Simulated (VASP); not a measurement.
# HfBeC2N (P4/mmm) in VASP: a series of runs

HfBeC2N is run at these levels: PBE; tasks: single point, relaxation of cell and atoms.

All numbers are computed with VASP 6.6.1; they aren't measurements. Logs are shortened: lines on timing, memory, paths and dates and some standing lists are left out, and cuts for length are marked.

### 1 The cell of the first run

It takes space group P4/mmm (No. 123, tetragonal). The conventional cell has a = 3.719 Å, b = 3.719 Å, c = 3.719 Å, α = 90.00°, β = 90.00°, γ = 90.00°. Hf (site symmetry 4/mmm) has 8 C at 2.63 Å and 4 N at 2.63 Å and 8 Be at 3.22 Å within 3.5 Å. Be (site symmetry 4/mmm) has 4 C at 1.86 Å and 2 N at 1.86 Å within 2.5 Å. Within 2.5 Å of C (site symmetry mmm) lie 2 Be at 1.86 Å. N (site symmetry 4/mmm) has 2 Be at 1.86 Å within 2.5 Å.

### 2 Single point, PBE

Input file INCAR:

```
SYSTEM = HfBeC2N
PREC = Accurate
ENCUT = 520
EDIFF = 1E-6
ISMEAR = 0
SIGMA = 0.1
LREAL = .FALSE.
LASPH = .TRUE.
NELM = 100
ALGO = Fast
ISIF = 2
LWAVE = .FALSE.
LCHARG = .TRUE.
GGA = PE
LELF = .TRUE.
LVHAR = .TRUE.
NBANDS = 20
```

Input file KPOINTS:

```
Automatic mesh
0
G
  6 6 6
  0 0 0
```

Input file POSCAR:

```
HfBeC2N
1.0
    3.7189007200      0.0000000000      0.0000000000
    0.0000000000      3.7189007200      0.0000000000
    0.0000000000      0.0000000000      3.7189007200
Hf Be C N
1 1 2 1
Direct
    0.5000000000      0.5000000000      0.5000000000
    0.0000000000      0.0000000000      0.0000000000
    0.5000000000      0.0000000000      0.0000000000
    0.0000000000      0.5000000000      0.0000000000
    0.0000000000      0.0000000000      0.5000000000
```

Potentials or basis: VASP PAW PBE potentials, release 64 (Hf_pv, Be, C, N).

Command:

```sh
$ cat potpaw_PBE.64/Hf_pv/POTCAR potpaw_PBE.64/Be/POTCAR potpaw_PBE.64/C/POTCAR potpaw_PBE.64/N/POTCAR > POTCAR
$ mpirun -np 1 vasp_std > vasp.out
```

OUTCAR:

```text
SYSTEM = HfBeC2N
   PREC = Accurate
   ENCUT = 520
   EDIFF = 1E-6
   ISMEAR = 0
   LREAL = .FALSE.
   LASPH = .TRUE.
   NELM = 100
   ISIF = 2
   GGA = PE

 ion  position               nearest neighbor table
   1  0.500  0.500  0.500-   3 2.63   4 2.63   5 2.63   3 2.63   4 2.63   3 2.63   5 2.63   3 2.63
                             4 2.63   5 2.63   4 2.63   5 2.63
   2  0.000  0.000  0.000-   3 1.86   4 1.86   5 1.86   5 1.86   4 1.86   3 1.86
   3  0.500  0.000  0.000-   2 1.86   2 1.86   1 2.63   1 2.63   1 2.63   1 2.63
   4  0.000  0.500  0.000-   2 1.86   2 1.86   1 2.63   1 2.63   1 2.63   1 2.63
   5  0.000  0.000  0.500-   2 1.86   2 1.86   1 2.63   1 2.63   1 2.63   1 2.63

  LATTYP: Found a simple cubic cell.
 ALAT       =     3.7189007200

  Lattice vectors:

 A1 = (   3.7189007200,   0.0000000000,   0.0000000000)
 A2 = (   0.0000000000,   3.7189007200,   0.0000000000)
 A3 = (   0.0000000000,   0.0000000000,   3.7189007200)

Analysis of symmetry for initial positions (statically):
=====================================================================
 Subroutine PRICEL returns:
 Original cell was already a primitive cell.

 Routine SETGRP: Setting up the symmetry group for a
 simple cubic supercell.

 Subroutine GETGRP returns: Found 16 space group operations
 (whereof 16 operations were pure point group operations)
 out of a pool of 48 trial point group operations.

The static configuration has the point symmetry D_4h.

Analysis of symmetry for dynamics (positions and initial velocities):
=====================================================================
 Subroutine PRICEL returns:
 Original cell was already a primitive cell.

 Routine SETGRP: Setting up the symmetry group for a
 simple cubic supercell.

 Subroutine GETGRP returns: Found 16 space group operations
 (whereof 16 operations were pure point group operations)
 out of a pool of 48 trial point group operations.

The dynamic configuration has the point symmetry D_4h.

 Subroutine INISYM returns: Found 16 space group operations
 (whereof 16 operations are pure point group operations),
 and found     1 'primitive' translations

----------------------------------------------------------------------------------------

                                     Primitive cell

  volume of cell :      51.4332

  direct lattice vectors                    reciprocal lattice vectors
     3.718900720  0.000000000  0.000000000     0.268896665  0.000000000  0.000000000
     0.000000000  3.718900720  0.000000000     0.000000000  0.268896665  0.000000000
     0.000000000  0.000000000  3.718900720     0.000000000  0.000000000  0.268896665

  length of vectors
     3.718900720  3.718900720  3.718900720     0.268896665  0.268896665  0.268896665

  position of ions in fractional coordinates (direct lattice)
     0.500000000  0.500000000  0.500000000
     0.000000000  0.000000000  0.000000000
     0.500000000  0.000000000  0.000000000
     0.000000000  0.500000000  0.000000000
     0.000000000  0.000000000  0.500000000

  ion indices of the primitive-cell ions
   primitive index   ion index
                 1           1
                 2           2
                 3           3
                 4           4
                 5           5

----------------------------------------------------------------------------------------

 KPOINTS: Automatic mesh

Automatic generation of k-mesh.
 Grid dimensions read from file:
 generate k-points for:    6    6    6

 Generating k-lattice:

  Cartesian coordinates                     Fractional coordinates (reciprocal lattice)
     0.044816111  0.000000000  0.000000000     0.166666667  0.000000000  0.000000000
     0.000000000  0.044816111  0.000000000     0.000000000  0.166666667  0.000000000
     0.000000000  0.000000000  0.044816111     0.000000000  0.000000000  0.166666667

  Length of vectors
     0.044816111  0.044816111  0.044816111

  Shift w.r.t. Gamma in fractional coordinates (k-lattice)
     0.000000000  0.000000000  0.000000000

 Subroutine IBZKPT returns following result:
 ===========================================

 Found     40 irreducible k-points:

 Following reciprocal coordinates:
            Coordinates               Weight
  0.000000  0.000000  0.000000      1.000000
  0.166667  0.000000  0.000000      4.000000
  0.000000  0.000000  0.166667      2.000000
  0.333333  0.000000  0.000000      4.000000
  0.000000  0.000000  0.333333      2.000000
  0.500000  0.000000  0.000000      2.000000
[... 16 lines left out ...]
  0.166667  0.166667  0.166667      8.000000
  0.333333  0.166667  0.166667     16.000000
 [... further k-points ...]
   k-points           NKPTS =     40   k-points in BZ     NKDIM =     40   number of bands    NBANDS=     20
   number of dos      NEDOS =    301   number of ions     NIONS =      5
   total plane-waves  NPLWV =  21952
   dimension x,y,z NGX =    28 NGY =   28 NGZ =   28
   dimension x,y,z NGXF=    56 NGYF=   56 NGZF=   56
   ions per type =               1   1   2   1
   NGX,Y,Z   is equivalent  to a cutoff of  12.52, 12.52, 12.52 a.u.
   NGXF,Y,Z  is equivalent  to a cutoff of  25.03, 25.03, 25.03 a.u.
 SYSTEM =  HfBeC2N
   PREC   = accura    normal or accurate (medium, high low for compatibility)
   ISTART =      0    job   : 0-new  1-cont  2-samecut
   ICHARG =      2    charge: 1-file 2-atom 10-const
   ISPIN  =      1    spin polarized calculation?
   LNONCOLLINEAR =      F non collinear calculations
   LSORBIT =      F    spin-orbit coupling
   LASPH  =      T    aspherical Exc in radial PAW
   ENCUT  =  520.0 eV  38.22 Ry    6.18 a.u.   6.91  6.91  6.91*2*pi/ulx,y,z
   NELM   =    100;   NELMIN=  2; NELMDL= -5     # of ELM steps
   EDIFF  = 0.1E-05   stopping-criterion for ELM
   LREAL  =      F    real-space projection
   EDIFFG = 0.1E-04   stopping-criterion for IOM
   NSW    =      0    number of steps for IOM
   IBRION =     -1    ionic relax: 0-MD 1-quasi-New 2-CG
   NFREE  =      0    steps in history (QN), initial steepest desc. (CG)
   ISIF   =      2    stress and relaxation
   ISYM   =      2    0-nonsym 1-usesym 2-fastsym
   POTIM  = 0.5000    time-step for ionic-motion
   TEBEG  =    0.0;   TEEND  =   0.0 temperature during run
   PSTRESS=    0.0 pullay stress
   NELECT =      25.0000    total number of electrons
   NUPDOWN=      -1.0000    fix difference up-down
   EMIN   =  10.00;   EMAX   =-10.00  energy-range for DOS
   EFERMI =   0.00;   METHOD = LEGACY
   ISMEAR =     0;   SIGMA  =   0.10  broadening in eV -4-tet -1-fermi 0-gaus
   EFERMI_NEDOS =   21; number of points for ismear=-14 and -15
   IALGO  =     68    algorithm
   IMIX   =      4    mixing-type and parameters
     AMIX     =   0.40;   BMIX     =  1.00
     AMIX_MAG =   1.60;   BMIX_MAG =  1.00
  volume/ion in A,a.u.               =      10.29        69.42
  Fermi-wavevector in a.u.,A,eV,Ry     =   1.287183  2.432423 22.542673  1.656840
  Thomas-Fermi vector in A             =   2.419213
   LORBIT       =      0    0 simple, 1 ext, 2 COOP (PROOUT), +10 PAW based schemes
   GGA     = PE    functional components
   LHFCALC =     F    Hartree Fock is set to
   AEXX    =    0.0000 exact exchange contribution
   IVDW    =     0    specifies the selected vdW correction
   LEPSILON=     F    determine dielectric tensor
   LRPA    =     F    only Hartree local field effects (RPA)
 non-spin polarized calculation
 RMM-DIIS sequential band-by-band and
 Gauss-broadening in eV      SIGMA  =   0.10
  energy-cutoff  :      520.00
  volume of cell :       51.43
 maximum number of plane-waves:      1409
 NGX is ok and might be reduce to    28
   NGX = 13   NGY = 13   NGZ = 13

 number of electron      24.9999995 magnetization

 Free energy of the ion-electron system (eV)
  ---------------------------------------------------
  ext. energy  EPLUGINS =         0.00000000
  ---------------------------------------------------
  free energy    TOTEN  =       -35.30032249 eV

  energy without entropy =      -35.28250734  energy(sigma->0) =      -35.29141491

 E-fermi :   5.7637     XC(G=0): -11.7172

 val. band max:        5.7625836544   @ k =   0.1667   0.5000   0.3333
 cond. band min:       5.7662441983   @ k =   0.3333   0.0000   0.0000
 fundamental gap:      0.0036605439
 Fermi energy:         5.7636855550

 k-point     1 :       0.0000    0.0000    0.0000
  band No.  band energies     occupation
      1     -25.9213      2.00000
      2     -25.9213      2.00000
      3     -25.9194      2.00000
      4      -9.6441      2.00000
      5      -4.7540      2.00000
      6      -2.1865      2.00000
[... 12 lines left out ...]
     19       7.8273      0.00000
     20       9.2290      0.00000

 k-point     2 :       0.1667    0.0000    0.0000
  band No.  band energies     occupation
      1     -25.9446      2.00000
      2     -25.9190      2.00000
      3     -25.9170      2.00000
      4      -9.4385      2.00000
      5      -4.8433      2.00000
      6      -2.7978      2.00000
[... 12 lines left out ...]
     19       8.9876      0.00000
     20      10.0469      0.00000

 k-point     3 :       0.0000    0.0000    0.1667
  band No.  band energies     occupation
      1     -25.9430      2.00000
      2     -25.9189      2.00000
      3     -25.9189      2.00000
      4      -9.4530      2.00000
      5      -5.1735      2.00000
      6      -2.0377      2.00000
[... 12 lines left out ...]
     19       9.2427      0.00000
     20      10.1611      0.00000

 k-point     4 :       0.3333    0.0000    0.0000
  band No.  band energies     occupation
      1     -25.9908      2.00000
      2     -25.9143      2.00000
      3     -25.9122      2.00000
      4      -8.9309      2.00000
      5      -5.3537      2.00000
      6      -3.3169      2.00000
[... 429 lines left out ...]
 k-point    23 :       0.1667    0.1667    0.1667
  band No.  band energies     occupation
      1     -25.9409      2.00000
      2     -25.9380      2.00000
      3     -25.9373      2.00000
      4      -9.0910      2.00000
      5      -5.1551      2.00000
      6      -3.1467      2.00000
[... 12 lines left out ...]
     19      10.2173      0.00000
     20      10.9692      0.00000

 k-point    24 :       0.3333    0.1667    0.1667
  band No.  band energies     occupation
      1     -25.9844      2.00000
      2     -25.9342      2.00000
      3     -25.9322      2.00000
      4      -8.6937      2.00000
      5      -5.2242      2.00000
      6      -3.8821      2.00000
[... 12 lines left out ...]
     19      10.8708      0.00000
     20      11.4815      0.00000

 [... further k-points ...]

------------------------ aborting loop because EDIFF is reached ----------------------------------------

  FORCE on cell =-STRESS in cart. coord.  units (eV):
  Direction    XX          YY          ZZ          XY          YZ          ZX
  --------------------------------------------------------------------------------------
  -------------------------------------------------------------------------------------
  Total       -7.0935016     -7.0935016     -5.8858406      0.0000000     -0.0000000      0.0000000
  in kB     -220.9670408   -220.9670408   -183.3476412      0.0000000     -0.0000000      0.0000000
  external PRESSURE =    -208.4272409 kB  Pullay stress =       0.0000000 kB

 VOLUME and BASIS-vectors are now :
 -----------------------------------------------------------------------------
  energy-cutoff  :      520.00
  volume of cell :       51.43
      direct lattice vectors                 reciprocal lattice vectors
     3.718900720  0.000000000  0.000000000     0.268896665  0.000000000  0.000000000
     0.000000000  3.718900720  0.000000000     0.000000000  0.268896665  0.000000000
     0.000000000  0.000000000  3.718900720     0.000000000  0.000000000  0.268896665

 POSITION                                       TOTAL-FORCE (eV/Angst)
 -----------------------------------------------------------------------------------
      1.85945      1.85945      1.85945         0.000000      0.000000      0.000000
      0.00000      0.00000      0.00000         0.000000      0.000000      0.000000
      1.85945      0.00000      0.00000         0.000000      0.000000      0.000000
      0.00000      1.85945      0.00000         0.000000      0.000000      0.000000
      0.00000      0.00000      1.85945         0.000000      0.000000      0.000000
 -----------------------------------------------------------------------------------
    total drift:                                0.000000      0.000000      0.000000

  FREE ENERGIE OF THE ION-ELECTRON SYSTEM (eV)
  ---------------------------------------------------
  free  energy   TOTEN  =       -35.3003224877 eV

  energy  without entropy=      -35.2825073363  energy(sigma->0) =      -35.29141491
```

Wall time 94 s (1 thread of Oxide Virtual Turin-like, shared host); peak memory 0.16 GiB.

What came out:

```
Free energy            : -35.3003 eV
Pressure               : -20.8 GPa
Band gap on the k mesh : zero (an odd number of electrons rules out a gap without spin polarisation)
```

Stress tensor (GPa, compression positive):
```
-22.10   0.00   0.00
  0.00 -22.10   0.00
  0.00   0.00 -18.33
```

Caveat: the cell stands under tension; spin-orbit coupling is left out, which moves the levels of the heavy elements; an odd number of electrons without spin polarisation forces a metal; a magnetic or distorted state may lie lower.

### 3 Single point, PBE

This run uses another cell than the first one, of 9.42 Å³/atom.

INCAR, as its differences from that of step 2:

```diff
@@ -12,6 +12,4 @@
 LWAVE = .FALSE.
-LCHARG = .TRUE.
+LCHARG = .FALSE.
 GGA = PE
-LELF = .TRUE.
-LVHAR = .TRUE.
 NBANDS = 20
```

Input file KPOINTS:

```
regular mesh
0
G
  12 12 10
  0 0 0
```

POSCAR, as its differences from that of step 2:

```diff
@@ -2,5 +2,5 @@
 1.0
-    3.7189007200      0.0000000000      0.0000000000
-    0.0000000000      3.7189007200      0.0000000000
-    0.0000000000      0.0000000000      3.7189007200
+    3.2869017561      0.0000000000      0.0000000000
+    0.0000000000      3.2869017561      0.0000000000
+    0.0000000000      0.0000000000      4.3604655156
 Hf Be C N
```

Potentials or basis: VASP PAW PBE potentials, release 64 (Hf_pv, Be, C, N).

Command:

```sh
$ cat potpaw_PBE.64/Hf_pv/POTCAR potpaw_PBE.64/Be/POTCAR potpaw_PBE.64/C/POTCAR potpaw_PBE.64/N/POTCAR > POTCAR
$ mpirun -np 1 vasp_std > vasp.out
```

Wall time 3.6 min (1 thread of Oxide Virtual Turin-like, shared host); peak memory 0.26 GiB.

The run converged. Its results:

* Free energy: -35.9499 eV
* Pressure: -1.3 GPa
* Band gap on the k mesh: zero (an odd number of electrons rules out a gap without spin polarisation)

Stress tensor (GPa, compression positive):
```
-1.42  0.00  0.00
 0.00 -1.42  0.00
 0.00  0.00 -1.01
```

Levels at points of the mesh, in eV from the Fermi level:
| k point | band 9 | band 10 | band 11 | band 12 | band 13 | band 14 | band 15 | band 16 | band 17 | band 18 |
| --- | --- | --- | --- | --- | --- | --- | --- | --- | --- | --- |
| (0.00, 0.00, 0.00) | -5.35 | -1.18 | -1.18 | 0.16 | 1.23 | 1.29 | 2.54 | 2.54 | 3.13 | 3.18 |
| (0.50, 0.00, 0.00) | -4.93 | -2.44 | -1.68 | -0.25 | -0.08 | -0.02 | 1.12 | 3.11 | 4.07 | 5.95 |
| (0.50, 0.50, 0.00) | -3.33 | -3.17 | -3.17 | -2.32 | -2.32 | 4.07 | 4.86 | 5.15 | 5.85 | 6.23 |
| (0.00, 0.00, 0.50) | -4.23 | -2.24 | -1.76 | -1.67 | -1.67 | 2.14 | 2.14 | 3.64 | 3.75 | 4.09 |
| (0.50, 0.00, 0.50) | -3.69 | -2.07 | -1.55 | -1.19 | -1.05 | 0.19 | 0.81 | 4.05 | 4.41 | 5.38 |
| (0.50, 0.50, 0.50) | -4.02 | -4.02 | -0.30 | 1.01 | 1.01 | 2.02 | 2.70 | 2.70 | 4.08 | 5.57 |

Caveat: spin-orbit coupling is left out, which moves the levels of the heavy elements; an odd number of electrons without spin polarisation forces a metal; a magnetic or distorted state may lie lower.

(Continued in part 2 of 2.)

The gap in the log of VASP goes by the Fermi energy; the results here count the filled bands.